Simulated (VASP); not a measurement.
# Sn2Te3O (R-3m) in VASP: further runs

The runs below take Sn2Te3O through single point, with PBE.

All numbers are computed with VASP 6.6.1; they aren't measurements. Logs are shortened: lines on timing, memory, paths and dates and some standing lists are left out, and cuts for length are marked.

### Step 1. The cell of the first run

Symmetry: R-3m, No. 166, trigonal system. The conventional cell has a = 6.034 Å, b = 6.034 Å, c = 17.118 Å, α = 90.00°, β = 90.00°, γ = 120.00°. Within 2.3 Å of Sn (site symmetry 3m) lie 1 O at 1.76 Å. Within 4.0 Å of Te (site symmetry 2/m) lie 2 O at 3.02 Å and 4 Te at 3.02 Å and 4 Sn at 3.49 Å. O (site symmetry -3m) has 2 Sn at 1.76 Å within 2.3 Å.

The cell was generated, and may not be a known phase.

### Step 2. Single point, PBE

INCAR reads:

```
PREC     = Accurate       # precision mode
ENCUT    = 600            # plane-wave cutoff, eV
EDIFF    = 1E-6           # SCF threshold, eV
ISMEAR   = 0              # smearing method
SIGMA    = 0.1            # smearing width, eV
LREAL    = False          # projectors in reciprocal space
LASPH    = True           # aspherical terms in the spheres
NELM     = 120            # most SCF steps
ALGO     = Normal         # electronic algorithm
ISIF     = 2              # what is computed and relaxed
LWAVE    = False          # write WAVECAR
LCHARG   = False          # write CHGCAR
GGA      = PE             # functional
NBANDS   = 35             # bands
GGA_COMPAT= False
```

KPOINTS reads:

```
Automatic mesh
0
Gamma
  3 3 3
```

POSCAR reads:

```
Sn2Te3O
1.0
    3.0171857000      1.7419729800      5.7061256300
   -3.0171857000      1.7419729800      5.7061256300
    0.0000000000     -3.4839459500      5.7061256300
Sn Te O
2 3 1
Direct
    0.1027528700      0.1027528700      0.1027528700
    0.8972471300      0.8972471300      0.8972471300
    0.5000000000      0.5000000000      0.0000000000
    0.0000000000      0.5000000000      0.5000000000
    0.5000000000      0.0000000000      0.5000000000
    0.0000000000      0.0000000000      0.0000000000
```

Potentials or basis: VASP PAW PBE potentials, release 64 (Sn_d, Te, O).

The run is started by

```sh
> cat potpaw_PBE.64/Sn_d/POTCAR potpaw_PBE.64/Te/POTCAR potpaw_PBE.64/O/POTCAR > POTCAR
> mpirun -np 1 vasp_std > vasp.out
```

OUTCAR:

```text
PREC = Accurate
   ENCUT = 600
   EDIFF = 1E-6
   ISMEAR = 0
   LREAL = False
   LASPH = True
   NELM = 120
   ISIF = 2
   GGA = PE

 ion  position               nearest neighbor table
   1  0.103  0.103  0.103-   6 1.76   4 3.49   5 3.49   3 3.49   3 3.49   4 3.49   5 3.49   2 3.52

   2  0.897  0.897  0.897-   6 1.76   5 3.49   4 3.49   3 3.49   3 3.49   4 3.49   5 3.49   1 3.52

   3  0.500  0.500  0.000-   4 3.02   5 3.02   5 3.02   4 3.02   2 3.49   1 3.49   2 3.49   1 3.49

   4  0.000  0.500  0.500-   5 3.02   5 3.02   3 3.02   3 3.02   1 3.49   2 3.49   2 3.49   1 3.49

   5  0.500  0.000  0.500-   4 3.02   4 3.02   3 3.02   3 3.02   1 3.49   2 3.49   2 3.49   1 3.49

   6  0.000  0.000  0.000-   1 1.76   2 1.76

  LATTYP: Found a trigonal (rhomboedric) cell.
 ALAT       =     6.6856375251
 COS(alpha) =     0.5926680991

  Lattice vectors:

 A1 = (   3.0171857000,   1.7419729800,   5.7061256300)
 A2 = (  -3.0171857000,   1.7419729800,   5.7061256300)
 A3 = (   0.0000000000,  -3.4839459500,   5.7061256300)

Analysis of symmetry for initial positions (statically):
=====================================================================
 Subroutine PRICEL returns:
 Original cell was already a primitive cell.

 Routine SETGRP: Setting up the symmetry group for a
 trigonal (rhombohedral) supercell.

 Subroutine GETGRP returns: Found 12 space group operations
 (whereof 12 operations were pure point group operations)
 out of a pool of 12 trial point group operations.

The static configuration has the point symmetry D_3d.

Analysis of symmetry for dynamics (positions and initial velocities):
=====================================================================
 Subroutine PRICEL returns:
 Original cell was already a primitive cell.

 Routine SETGRP: Setting up the symmetry group for a
 trigonal (rhombohedral) supercell.

 Subroutine GETGRP returns: Found 12 space group operations
 (whereof 12 operations were pure point group operations)
 out of a pool of 12 trial point group operations.

The dynamic configuration has the point symmetry D_3d.

 Subroutine INISYM returns: Found 12 space group operations
 (whereof 12 operations are pure point group operations),
 and found     1 'primitive' translations

----------------------------------------------------------------------------------------

                                     Primitive cell

  volume of cell :     179.9434

  direct lattice vectors                    reciprocal lattice vectors
     3.017185700  1.741972980  5.706125630     0.165717344  0.095676953  0.058416753
    -3.017185700  1.741972980  5.706125630    -0.165717344  0.095676953  0.058416753
     0.000000000 -3.483945950  5.706125630     0.000000000 -0.191353906  0.058416753

  length of vectors
     6.685637525  6.685637525  6.685637523     0.200072073  0.200072073  0.200072073

  position of ions in fractional coordinates (direct lattice)
     0.102752870  0.102752870  0.102752870
     0.897247130  0.897247130  0.897247130
     0.500000000  0.500000000  0.000000000
     0.000000000  0.500000000  0.500000000
     0.500000000  0.000000000  0.500000000
     0.000000000  0.000000000  0.000000000

  ion indices of the primitive-cell ions
   primitive index   ion index
                 1           1
                 2           2
                 3           3
                 4           4
                 5           5
                 6           6

----------------------------------------------------------------------------------------

 KPOINTS: Automatic mesh

Automatic generation of k-mesh.
 Grid dimensions read from file:
 generate k-points for:    3    3    3

 Generating k-lattice:

  Cartesian coordinates                     Fractional coordinates (reciprocal lattice)
     0.055239115  0.031892318  0.019472251     0.333333333 -0.000000000  0.000000000
    -0.055239115  0.031892318  0.019472251    -0.000000000  0.333333333  0.000000000
     0.000000000 -0.063784635  0.019472251     0.000000000  0.000000000  0.333333333

  Length of vectors
     0.066690691  0.066690691  0.066690691

  Shift w.r.t. Gamma in fractional coordinates (k-lattice)
     0.000000000  0.000000000  0.000000000

 Subroutine IBZKPT returns following result:
 ===========================================

 Found      6 irreducible k-points:

 Following reciprocal coordinates:
            Coordinates               Weight
  0.000000  0.000000  0.000000      1.000000
  0.333333  0.000000  0.000000      6.000000
  0.333333  0.333333  0.000000      6.000000
 -0.333333  0.333333  0.000000      6.000000
  0.333333  0.333333  0.333333      2.000000
 -0.333333  0.333333  0.333333      6.000000
   k-points           NKPTS =      6   k-points in BZ     NKDIM =      6   number of bands    NBANDS=     35
   number of dos      NEDOS =    301   number of ions     NIONS =      6
   total plane-waves  NPLWV = 157464
   dimension x,y,z NGX =    54 NGY =   54 NGZ =   54
   dimension x,y,z NGXF=   108 NGYF=  108 NGZF=  108
   ions per type =               2   3   1
   NGX,Y,Z   is equivalent  to a cutoff of  13.43, 13.43, 13.43 a.u.
   NGXF,Y,Z  is equivalent  to a cutoff of  26.86, 26.86, 26.86 a.u.
 SYSTEM =  unknown system
   PREC   = accura    normal or accurate (medium, high low for compatibility)
   ISTART =      0    job   : 0-new  1-cont  2-samecut
   ICHARG =      2    charge: 1-file 2-atom 10-const
   ISPIN  =      1    spin polarized calculation?
   LNONCOLLINEAR =      F non collinear calculations
   LSORBIT =      F    spin-orbit coupling
   LASPH  =      T    aspherical Exc in radial PAW
   ENCUT  =  600.0 eV  44.10 Ry    6.64 a.u.  13.35 13.35 13.35*2*pi/ulx,y,z
   NELM   =    120;   NELMIN=  2; NELMDL= -5     # of ELM steps
   EDIFF  = 0.1E-05   stopping-criterion for ELM
   LREAL  =      F    real-space projection
   EDIFFG = 0.1E-04   stopping-criterion for IOM
   NSW    =      0    number of steps for IOM
   IBRION =     -1    ionic relax: 0-MD 1-quasi-New 2-CG
   NFREE  =      0    steps in history (QN), initial steepest desc. (CG)
   ISIF   =      2    stress and relaxation
   ISYM   =      2    0-nonsym 1-usesym 2-fastsym
   POTIM  = 0.5000    time-step for ionic-motion
   TEBEG  =    0.0;   TEEND  =   0.0 temperature during run
   PSTRESS=    0.0 pullay stress
   NELECT =      52.0000    total number of electrons
   NUPDOWN=      -1.0000    fix difference up-down
   EMIN   =  10.00;   EMAX   =-10.00  energy-range for DOS
   EFERMI =   0.00;   METHOD = LEGACY
   ISMEAR =     0;   SIGMA  =   0.10  broadening in eV -4-tet -1-fermi 0-gaus
   EFERMI_NEDOS =   21; number of points for ismear=-14 and -15
   IALGO  =     38    algorithm
   IMIX   =      4    mixing-type and parameters
     AMIX     =   0.40;   BMIX     =  1.00
     AMIX_MAG =   1.60;   BMIX_MAG =  1.00
  volume/ion in A,a.u.               =      29.99       202.39
  Fermi-wavevector in a.u.,A,eV,Ry     =   1.082341  2.045327 15.938696  1.171461
  Thomas-Fermi vector in A             =   2.218380
   LORBIT       =      0    0 simple, 1 ext, 2 COOP (PROOUT), +10 PAW based schemes
   GGA     = PE    functional components
   LHFCALC =     F    Hartree Fock is set to
   AEXX    =    0.0000 exact exchange contribution
   IVDW    =     0    specifies the selected vdW correction
   LEPSILON=     F    determine dielectric tensor
   LRPA    =     F    only Hartree local field effects (RPA)
 non-spin polarized calculation
 Gauss-broadening in eV      SIGMA  =   0.10
  energy-cutoff  :      600.00
  volume of cell :      179.94
 maximum number of plane-waves:      6012
 NGX is ok and might be reduce to    54

 number of electron      52.0000001 magnetization

 Free energy of the ion-electron system (eV)
  ---------------------------------------------------
  ext. energy  EPLUGINS =         0.00000000
  ---------------------------------------------------
  free energy    TOTEN  =       -19.83522019 eV

  energy without entropy =      -19.79143179  energy(sigma->0) =      -19.81332599

 E-fermi :   5.9123     XC(G=0):  -8.9288

 val. band max:        5.8781855644   @ k =   0.3333   0.0000   0.0000
 cond. band min:       5.9771527061   @ k =   0.3333   0.3333   0.3333
 fundamental gap:      0.0989671417
 Fermi energy:         5.9123078378

 k-point     1 :       0.0000    0.0000    0.0000
  band No.  band energies     occupation
      1     -17.8813      2.00000
      2     -16.4335      2.00000
      3     -16.1688      2.00000
      4     -16.1688      2.00000
      5     -16.1643      2.00000
      6     -16.1643      2.00000
[... 27 lines left out ...]
     34      10.1391      0.00000
     35      11.6479      0.00000

 k-point     2 :       0.3333    0.0000    0.0000
  band No.  band energies     occupation
      1     -17.8810      2.00000
      2     -16.4325      2.00000
      3     -16.1697      2.00000
      4     -16.1677      2.00000
      5     -16.1651      2.00000
      6     -16.1627      2.00000
[... 27 lines left out ...]
     34      10.6687      0.00000
     35      11.4834      0.00000

 k-point     3 :       0.3333    0.3333    0.0000
  band No.  band energies     occupation
      1     -17.8812      2.00000
      2     -16.4317      2.00000
      3     -16.1695      2.00000
      4     -16.1679      2.00000
      5     -16.1645      2.00000
      6     -16.1634      2.00000
[... 27 lines left out ...]
     34      10.2955      0.00000
     35      10.6658      0.00000

 k-point     4 :      -0.3333    0.3333    0.0000
  band No.  band energies     occupation
      1     -17.8809      2.00000
      2     -16.4317      2.00000
      3     -16.1701      2.00000
      4     -16.1666      2.00000
      5     -16.1658      2.00000
      6     -16.1624      2.00000
[... 27 lines left out ...]
     34      10.8946      0.00000
     35      10.9117      0.00000

 k-point     5 :       0.3333    0.3333    0.3333
  band No.  band energies     occupation
      1     -17.8818      2.00000
      2     -16.4309      2.00000
      3     -16.1678      2.00000
      4     -16.1678      2.00000
      5     -16.1654      2.00000
      6     -16.1654      2.00000
[... 27 lines left out ...]
     34       9.9426      0.00000
     35      10.2333      0.00000

 k-point     6 :      -0.3333    0.3333    0.3333
  band No.  band energies     occupation
      1     -17.8813      2.00000
      2     -16.4308      2.00000
      3     -16.1686      2.00000
      4     -16.1683      2.00000
      5     -16.1646      2.00000
      6     -16.1638      2.00000
[... 27 lines left out ...]
     34      10.7434      0.00000
     35      11.3215      0.00000

------------------------ aborting loop because EDIFF is reached ----------------------------------------

  FORCE on cell =-STRESS in cart. coord.  units (eV):
  Direction    XX          YY          ZZ          XY          YZ          ZX
  --------------------------------------------------------------------------------------
  -------------------------------------------------------------------------------------
  Total       10.0620016     10.0620016     23.9328186      0.0000000      0.0000000      0.0000000
  in kB       89.5898752     89.5898753    213.0926141      0.0000000      0.0000001      0.0000000
  external PRESSURE =     130.7574549 kB  Pullay stress =       0.0000000 kB

 VOLUME and BASIS-vectors are now :
 -----------------------------------------------------------------------------
  energy-cutoff  :      600.00
  volume of cell :      179.94
      direct lattice vectors                 reciprocal lattice vectors
     3.017185700  1.741972980  5.706125630     0.165717344  0.095676953  0.058416753
    -3.017185700  1.741972980  5.706125630    -0.165717344  0.095676953  0.058416753
     0.000000000 -3.483945950  5.706125630     0.000000000 -0.191353906  0.058416753

 POSITION                                       TOTAL-FORCE (eV/Angst)
 -----------------------------------------------------------------------------------
      0.00000      0.00000      1.75896        -0.000000      0.000000      7.214991
      0.00000      0.00000     15.35941        -0.000000     -0.000000     -7.214991
      0.00000      1.74197      5.70613         0.000000     -0.000000     -0.000000
     -1.50859     -0.87099      5.70613         0.000000     -0.000000     -0.000000
      1.50859     -0.87099      5.70613        -0.000000     -0.000000     -0.000000
      0.00000      0.00000      0.00000        -0.000000     -0.000000     -0.000000
 -----------------------------------------------------------------------------------
    total drift:                                0.000000      0.000000     -0.000000

  FREE ENERGIE OF THE ION-ELECTRON SYSTEM (eV)
  ---------------------------------------------------
  free  energy   TOTEN  =       -19.8352201896 eV

  energy  without entropy=      -19.7914317873  energy(sigma->0) =      -19.81332599
```

It took 60 s on 1 thread of AMD EPYC 9R45 (Zen 5), shared host; peak memory 0.37 GiB.

Results:

* Free energy: -19.8352 eV
* Pressure: 13.1 GPa
* Largest force: 7.215 eV/Å
* Band gap on the k mesh: zero (bands 26 and 27 overlap by 0.82 eV)

Forces in eV/Å, atoms in the order of the input:
```
Sn   0.000  0.000  7.215
Sn   0.000  0.000 -7.215
Te   0.000  0.000  0.000
Te   0.000  0.000  0.000
Te   0.000  0.000  0.000
O    0.000  0.000  0.000
```

Levels at points of the mesh, in eV from the Fermi level:
| k point | band 22 | band 23 | band 24 | band 25 | band 26 | band 27 | band 28 | band 29 | band 30 | band 31 |
| --- | --- | --- | --- | --- | --- | --- | --- | --- | --- | --- |
| (0.00, 0.00, 0.00) | -2.36 | -2.36 | -1.27 | -1.27 | -0.75 | -0.75 | 2.17 | 2.61 | 2.61 | 2.61 |

Caveat: the k points lie up to 0.42 Å⁻¹ apart, too coarse for converged energies and pressures of a metal; spin-orbit coupling is left out, which moves the levels of the heavy elements; forces of over 1 eV/Å act on the atoms, so gaps and moduli don't describe the material at rest.

### Step 3. Single point, PBE

This run uses another cell than the first one, of the same volume but with other edges.

INCAR reads:

```
SYSTEM = Sn2Te3O
  PREC = Accurate
  ENCUT = 600
  EDIFF = 1E-6
  ISMEAR = 0
  SIGMA = 0.1
  LREAL = .FALSE.
  LASPH = .TRUE.
  NELM = 120
  ALGO = Normal
  ISIF = 2
  LWAVE = .FALSE.
  LCHARG = .FALSE.
  GGA = PE
  NBANDS = 35
  GGA_COMPAT = .FALSE.
```

KPOINTS reads:

```
Automatic mesh
0
G
  3 3 3
  0 0 0
```

POSCAR reads:

```
Sn2Te3O
1.0
    3.2301405618      1.8649225243      4.9741426569
   -3.2301405618      1.8649225243      4.9741426569
    0.0000000000     -3.7298450443      4.9741426585
Sn Te O
2 3 1
Direct
    0.1352220545      0.1352220545      0.1352220545
    0.8647779455      0.8647779455      0.8647779455
    0.5000000000      0.5000000000      0.0000000000
    0.0000000000      0.5000000000      0.5000000000
    0.5000000000      0.0000000000      0.5000000000
    0.0000000000      0.0000000000      0.0000000000
```

Potentials or basis: VASP PAW PBE potentials, release 64 (Sn_d, Te, O).

The run is started by

```sh
> cat potpaw_PBE.64/Sn_d/POTCAR potpaw_PBE.64/Te/POTCAR potpaw_PBE.64/O/POTCAR > POTCAR
> mpirun -np 1 vasp_std > vasp.out
```

It took 46 s on 1 thread of AMD EPYC 9R45 (Zen 5), shared host; peak memory 0.33 GiB.

The run converged. Its results:

* Free energy: -22.0805 eV
* Pressure: 0.1 GPa
* Largest force: 0.056 eV/Å
* Band gap on the k mesh: zero (bands 26 and 27 overlap by 1.85 eV)

Forces in eV/Å, atoms in the order of the input:
```
Sn   0.000  0.000  0.056
Sn   0.000  0.000 -0.056
Te   0.000  0.000  0.000
Te   0.000  0.000  0.000
Te   0.000  0.000  0.000
O    0.000  0.000  0.000
```

Levels at points of the mesh, in eV from the Fermi level:
```tsv
k point	band 23	band 24	band 25	band 26	band 27	band 28	band 29	band 30
(0.00, 0.00, 0.00)	-1.42	-1.42	-1.09	-0.94	-0.94	1.49	2.16	2.46
```

Caveat: the k points lie up to 0.40 Å⁻¹ apart, too coarse for converged energies and pressures of a metal; spin-orbit coupling is left out, which moves the levels of the heavy elements.

The gap in the log of VASP goes by the Fermi energy; the results here count the filled bands.